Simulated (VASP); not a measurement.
# CsH (Fm-3m) in VASP: a series of runs

Runs on CsH. Level: LDA. Tasks: elastic constants.

Program: VASP 6.6.1. These are calculated values, not measurements. Logs are shortened: lines on timing, memory, paths and dates and some standing lists are left out, and cuts for length are marked.

### Step 1. The cell of the first run

The structure is cubic, space group Fm-3m (No. 225). The conventional cell has a = 5.528 Å, b = 5.528 Å, c = 5.528 Å, α = 90.00°, β = 90.00°, γ = 90.00°. Cs (site symmetry m-3m) has 6 H at 2.76 Å within 3.6 Å. H (site symmetry m-3m) has 6 Cs at 2.76 Å within 3.6 Å.

### Step 2. Elastic constants, LDA

Input file INCAR:

```
PREC = Accurate
ENCUT = 600
EDIFF = 1E-8
ISMEAR = 0
SIGMA = 0.01
LREAL = False
LASPH = True
NELM = 60
ALGO = Normal
ISIF = 3
LWAVE = False
LCHARG = False
IBRION = 6
NFREE = 2
POTIM = 0.015
NSW = 1
```

Input file KPOINTS:

```
Automatic mesh
0
Gamma
  8 8 8
```

Input file POSCAR:

```
CsH
1.0
    0.0000000000      2.7639078113      2.7639078113
    2.7639078113      0.0000000000      2.7639078113
    2.7639078113      2.7639078113      0.0000000000
Cs H
1 1
Direct
    0.0000000000      0.0000000000      0.0000000000
    0.5000000000      0.5000000000      0.5000000000
```

Potentials or basis: VASP PAW LDA potentials, release 64 (Cs_sv, H).

Launch:

```
$ cat potpaw_LDA.64/Cs_sv/POTCAR potpaw_LDA.64/H/POTCAR > POTCAR
$ mpirun -np 1 vasp_std > vasp.out
```

OUTCAR:

```text
PREC = Accurate
   ENCUT = 600
   EDIFF = 1E-8
   ISMEAR = 0
   LREAL = False
   LASPH = True
   NELM = 60
   ISIF = 3
   IBRION = 6
   NFREE = 2
   POTIM = 0.015
   NSW = 1

 ion  position               nearest neighbor table
   1  0.000  0.000  0.000-
   2  0.500  0.500  0.500-

  LATTYP: Found a face centered cubic cell.
 ALAT       =     5.5278156226

  Lattice vectors:

 A1 = (   0.0000000000,   2.7639078113,   2.7639078113)
 A2 = (   2.7639078113,   0.0000000000,   2.7639078113)
 A3 = (   2.7639078113,   2.7639078113,   0.0000000000)

Analysis of symmetry for initial positions (statically):
=====================================================================
 Subroutine PRICEL returns:
 Original cell was already a primitive cell.

 Routine SETGRP: Setting up the symmetry group for a
 face centered cubic supercell.

 Subroutine GETGRP returns: Found 48 space group operations
 (whereof 48 operations were pure point group operations)
 out of a pool of 48 trial point group operations.

The static configuration has the point symmetry O_h .

Analysis of symmetry for dynamics (positions and initial velocities):
=====================================================================
 Subroutine PRICEL returns:
 Original cell was already a primitive cell.

 Routine SETGRP: Setting up the symmetry group for a
 face centered cubic supercell.

 Subroutine GETGRP returns: Found 48 space group operations
 (whereof 48 operations were pure point group operations)
 out of a pool of 48 trial point group operations.

The dynamic configuration has the point symmetry O_h .

 Subroutine INISYM returns: Found 48 space group operations
 (whereof 48 operations are pure point group operations),
 and found     1 'primitive' translations

----------------------------------------------------------------------------------------

                                     Primitive cell

  volume of cell :      42.2280

  direct lattice vectors                    reciprocal lattice vectors
     0.000000000  2.763907811  2.763907811    -0.180903284  0.180903284  0.180903284
     2.763907811  0.000000000  2.763907811     0.180903284 -0.180903284  0.180903284
     2.763907811  2.763907811  0.000000000     0.180903284  0.180903284 -0.180903284

  length of vectors
     3.908755912  3.908755912  3.908755912     0.313333679  0.313333679  0.313333679

  position of ions in fractional coordinates (direct lattice)
     0.000000000  0.000000000  0.000000000
     0.500000000  0.500000000  0.500000000

  ion indices of the primitive-cell ions
   primitive index   ion index
                 1           1
                 2           2

----------------------------------------------------------------------------------------

 KPOINTS: Automatic mesh

Automatic generation of k-mesh.
 Grid dimensions read from file:
 generate k-points for:    8    8    8

 Generating k-lattice:

  Cartesian coordinates                     Fractional coordinates (reciprocal lattice)
    -0.022612911  0.022612911  0.022612911     0.125000000  0.000000000  0.000000000
     0.022612911 -0.022612911  0.022612911     0.000000000  0.125000000  0.000000000
     0.022612911  0.022612911 -0.022612911     0.000000000  0.000000000  0.125000000

  Length of vectors
     0.039166710  0.039166710  0.039166710

  Shift w.r.t. Gamma in fractional coordinates (k-lattice)
     0.000000000  0.000000000  0.000000000

 Subroutine IBZKPT returns following result:
 ===========================================

[... 97 lines left out ...]

------------------------ aborting loop because EDIFF is reached ----------------------------------------

  FORCE on cell =-STRESS in cart. coord.  units (eV):
  Direction    XX          YY          ZZ          XY          YZ          ZX
  --------------------------------------------------------------------------------------
  -------------------------------------------------------------------------------------
  Total        1.6911340      1.6911340      1.6911340      0.0000000      0.0000000      0.0000000
  in kB       64.1634859     64.1634859     64.1634859      0.0000000      0.0000000      0.0000000
  external PRESSURE =      64.1634859 kB  Pullay stress =       0.0000000 kB
[... 89 lines left out ...]
  FREE ENERGIE OF THE ION-ELECTRON SYSTEM (eV)
  ---------------------------------------------------
  free  energy   TOTEN  =        -4.6604758706 eV

  energy  without entropy=       -4.6604758706  energy(sigma->0) =       -4.66047587

 E-fermi :   2.8146     XC(G=0):  -9.1376

 val. band max:        2.7317034758   @ k =   0.5000   0.0000   0.0000
 cond. band min:       3.8176846696   @ k =   0.5000   0.0000   0.0000
 fundamental gap:      1.0859811938
 Fermi energy:         2.8145895435

 k-point     1 :       0.0000    0.0000    0.0000
  band No.  band energies     occupation
      1     -19.5192      2.00000
      2      -5.1622      2.00000
      3      -5.1433      2.00000
      4      -5.1433      2.00000
      5      -0.1087      2.00000
      6       7.2675      0.00000
      7       7.3724      0.00000
      8       7.3724      0.00000
      9       9.6811      0.00000
[... 265 lines left out ...]
 k-point    24 :      -0.3750    0.2500    0.1250
  band No.  band energies     occupation
      1     -19.0803      2.00000
      2      -7.3132      2.00000
      3      -6.1038      2.00000
      4      -5.6433      2.00000
      5       1.6689      2.00000
      6       5.0699      0.00000
      7       7.0274      0.00000
      8       7.8675      0.00000
      9      10.8576      0.00000

 [... further k-points ...]

[... ionic steps 4 to 14 ...]

--------------------------------------- Ionic step       15  -------------------------------------------

 number of electron      10.0000000 magnetization

------------------------ aborting loop because EDIFF is reached ----------------------------------------
[... 67 lines left out ...]
--------------------------------------- Ionic step       17  -------------------------------------------

 number of electron      10.0000000 magnetization

 Free energy of the ion-electron system (eV)
  ---------------------------------------------------
  ext. energy  EPLUGINS =         0.00000000
  ---------------------------------------------------
  free energy    TOTEN  =        -4.68870816 eV

  energy without entropy =       -4.68870816  energy(sigma->0) =       -4.68870816

 E-fermi :   2.9051     XC(G=0):  -9.2004

 val. band max:        2.8509739200   @ k =   0.5000   0.0000   0.0000
 cond. band min:       3.9023850447   @ k =   0.5000   0.0000   0.0000
 fundamental gap:      1.0514111247
 Fermi energy:         2.9050927926

 k-point     1 :       0.0000    0.0000    0.0000
  band No.  band energies     occupation
      1     -19.4506      2.00000
      2      -5.0315      2.00000
      3      -5.0314      2.00000
      4      -5.0314      2.00000
      5      -0.0182      2.00000
      6       7.4345      0.00000
      7       7.4345      0.00000
      8       7.4346      0.00000
      9      10.0260      0.00000
[... 305 lines left out ...]
  FREE ENERGIE OF THE ION-ELECTRON SYSTEM (eV)
  ---------------------------------------------------
  free  energy   TOTEN  =        -4.6887081582 eV

  energy  without entropy=       -4.6887081582  energy(sigma->0) =       -4.68870816

 INTERNAL STRAIN TENSORS FROM STRAINED CELLS
 ============================================

 INTERNAL STRAIN TENSOR FOR ION    1 for displacements in x,y,z  (eV/Angst):
          X           Y           Z          XY          YZ          ZX
  --------------------------------------------------------------------------------
  x     0.00000    -0.00000    -0.00000     0.00000    -0.00000     0.00000
  y     0.00000    -0.00000     0.00000     0.00000    -0.00000    -0.00000
  z    -0.00000     0.00000    -0.00000    -0.00000     0.00000     0.00000

 INTERNAL STRAIN TENSORS FROM DISPLACED ATOMS
 ============================================

 INTERNAL STRAIN TENSOR FOR ION    1 for displacements in x,y,z  (eV/Angst):
          X           Y           Z          XY          YZ          ZX
  --------------------------------------------------------------------------------
  x     0.00000     0.00000     0.00000     0.00000     0.00000     0.00000
  y     0.00000     0.00000     0.00000     0.00000     0.00000     0.00000
  z     0.00000     0.00000     0.00000     0.00000     0.00000     0.00000

 INTERNAL STRAIN TENSOR FOR ION    2 for displacements in x,y,z  (eV/Angst):
          X           Y           Z          XY          YZ          ZX
  --------------------------------------------------------------------------------
  x     0.00000     0.00000     0.00000     0.00000     0.00000     0.00000
  y     0.00000     0.00000     0.00000     0.00000     0.00000     0.00000
  z     0.00000     0.00000     0.00000     0.00000     0.00000     0.00000

 Eigenvectors and eigenvalues of the dynamical matrix
 ----------------------------------------------------

   1 f  =   20.481517 THz   128.689165 2PiTHz  683.189862 cm-1    84.704709 meV
             X         Y         Z           dx          dy          dz
      0.000000  0.000000  0.000000    -0.025833   -0.082519   -0.000000
      2.763908  2.763908  2.763908     0.297640    0.950754   -0.000000
[... 21 lines left out ...]
   6 f/i=    0.001017 THz     0.006389 2PiTHz    0.033918 cm-1     0.004205 meV
             X         Y         Z           dx          dy          dz
      0.000000  0.000000  0.000000     0.737693    0.669349   -0.017442
      2.763908  2.763908  2.763908     0.064027    0.058095   -0.001514

--------------------------------------------------------------------------------------------------------

 ELASTIC MODULI CONTR FROM IONIC RELAXATION (kBar)
 Direction    XX          YY          ZZ          XY          YZ          ZX
 --------------------------------------------------------------------------------
 XX           0.0000      0.0000      0.0000      0.0000      0.0000      0.0000
 YY           0.0000      0.0000      0.0000      0.0000      0.0000      0.0000
 ZZ           0.0000      0.0000      0.0000      0.0000      0.0000      0.0000
 XY           0.0000      0.0000      0.0000      0.0000      0.0000      0.0000
 YZ           0.0000      0.0000      0.0000      0.0000      0.0000      0.0000
 ZX           0.0000      0.0000      0.0000      0.0000      0.0000      0.0000
 --------------------------------------------------------------------------------

 TOTAL ELASTIC MODULI (kBar)
 Direction    XX          YY          ZZ          XY          YZ          ZX
 --------------------------------------------------------------------------------
 XX         919.0108    -53.2246    -53.2246     -0.0000      0.0000      0.0000
 YY         -53.2246    919.0108    -53.2246     -0.0000     -0.0000     -0.0000
 ZZ         -53.2246    -53.2246    919.0108      0.0000     -0.0000      0.0000
 XY          -0.0000     -0.0000      0.0000     26.1984      0.0000     -0.0000
 YZ           0.0000     -0.0000     -0.0000      0.0000     26.1984     -0.0000
 ZX           0.0000     -0.0000      0.0000     -0.0000     -0.0000     26.1984
 --------------------------------------------------------------------------------
```

It took 3 min on 1 thread of Intel Xeon 6975P-C (Granite Rapids), shared host; peak memory 0.26 GiB.

What came out:

| Quantity | Value |
| --- | --- |
| Elastic constants C11, C12, C44 | 92, -5, 3 GPa |
| Voigt bulk modulus | 27 GPa |
| Highest phonon frequency at Γ | 683 cm⁻¹ |

Phonon frequencies in cm⁻¹ (negative: imaginary):
| q point | frequencies |
| --- | --- |
| (0.000, 0.000, 0.000) | 0 0 0 683 683 683 |

Elastic tensor in Voigt notation (GPa, in the Cartesian axes of the cell as first typed):
```
92 -5 -5  0  0  0
-5 92 -5  0  0  0
-5 -5 92  0  0  0
 0  0  0  3  0  0
 0  0  0  0  3  0
 0  0  0  0  0  3
```

Clamped-ion elastic tensor (GPa):
```
92 -5 -5  0  0  0
-5 92 -5  0  0  0
-5 -5 92  0  0  0
 0  0  0  3  0  0
 0  0  0  0  3  0
 0  0  0  0  0  3
```

Caveat: the cell is under stress, which shifts elastic constants; spin-orbit coupling is left out, which moves the levels of the heavy elements.

### Step 3. Elastic constants, LDA

This run uses another cell than the first one, of 24.85 Å³/atom.

Input file INCAR:

```
PREC = Accurate
ENCUT = 600
EDIFF = 1E-8
ISMEAR = 0
SIGMA = 0.01
LREAL = F
LASPH = T
NELM = 60
ALGO = Normal
ISIF = 3
LWAVE = F
LCHARG = F
IBRION = 6
NFREE = 2
POTIM = 0.015
NSW = 1
```

Input file KPOINTS:

```
regular mesh
0
Gamma
  8 8 8
```

Input file POSCAR:

```
CsH
1.0
    0.0000000000      2.9182984001      2.9182984001
    2.9182984001      0.0000000000      2.9182984001
    2.9182984001      2.9182984001      0.0000000000
Cs H
1 1
Direct
    0.0000000000      0.0000000000      0.0000000000
    0.5000000000      0.5000000000      0.5000000000
```

Potentials or basis: VASP PAW LDA potentials, release 64 (Cs_sv, H).

Launch:

```
$ cat potpaw_LDA.64/Cs_sv/POTCAR potpaw_LDA.64/H/POTCAR > POTCAR
$ mpirun -np 1 vasp_std > vasp.out
```

Run time: 4.8 min. Hardware: 1 thread of Intel Xeon 6975P-C (Granite Rapids), shared host; peak memory 0.29 GiB.

The run converged. Its results:

* Elastic constants C11, C12, C44: 55, -1, 4 GPa
* Voigt bulk modulus: 18 GPa
* Highest phonon frequency at Γ: 557 cm⁻¹

Phonon frequencies in cm⁻¹ (negative: imaginary):
| q point | frequencies |
| --- | --- |
| (0.000, 0.000, 0.000) | 0 0 0 557 557 557 |

Elastic tensor in Voigt notation (GPa, in the Cartesian axes of the cell as first typed):
```
55 -1 -1  0  0  0
-1 55 -1  0  0  0
-1 -1 55  0  0  0
 0  0  0  4  0  0
 0  0  0  0  4  0
 0  0  0  0  0  4
```

Clamped-ion elastic tensor (GPa):
```
55 -1 -1  0  0  0
-1 55 -1  0  0  0
-1 -1 55  0  0  0
 0  0  0  4  0  0
 0  0  0  0  4  0
 0  0  0  0  0  4
```

Caveat: the cell is under stress, which shifts elastic constants; spin-orbit coupling is left out, which moves the levels of the heavy elements.
